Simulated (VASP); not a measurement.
A run of VASP 6.6.1:

INCAR

```
PREC     = Accurate       # precision mode
ENCUT    = 600            # plane-wave cutoff, eV
EDIFF    = 1E-7           # SCF threshold, eV
ISMEAR   = 0              # smearing method
SIGMA    = 0.1            # smearing width, eV
LREAL    = F              # projectors in reciprocal space
LASPH    = T              # aspherical terms in the spheres
NELM     = 80             # most SCF steps
ALGO     = Normal         # electronic algorithm
ISIF     = 3              # what is computed and relaxed
LWAVE    = F              # write WAVECAR
LCHARG   = F              # write CHGCAR
GGA      = PE             # functional
IBRION   = 2              # ionic algorithm
NSW      = 80             # ionic steps
EDIFFG   = -0.02          # ionic threshold
```

KPOINTS

```
Automatic mesh
0
Gamma
  18 18 10
```

File POSCAR:

```
Ir
1.0
    2.7479499760      0.0000000000      0.0000000000
   -1.3739749880      2.3797944875      0.0000000000
    0.0000000000      0.0000000000      4.4530442219
Ir
2
Direct
    0.3333333333      0.6666666667      0.2500000000
    0.6666666667      0.3333333333      0.7500000000
```

Potentials or basis: VASP PAW PBE potentials, release 64 (Ir).

Run with:

```sh
$ cat potpaw_PBE.64/Ir/POTCAR > POTCAR
$ mpirun -np 1 vasp_std > vasp.out
```

Hardware: 1 thread of Intel Xeon 6975P-C, with other jobs on the host.

Problem. Estimate the wall time of this run.

Solution. It took 110 s on 1 thread of Intel Xeon 6975P-C, with other jobs on the host, peak memory 0.23 GiB. Counts: scf iterations 27, k points 222, ion steps 3.
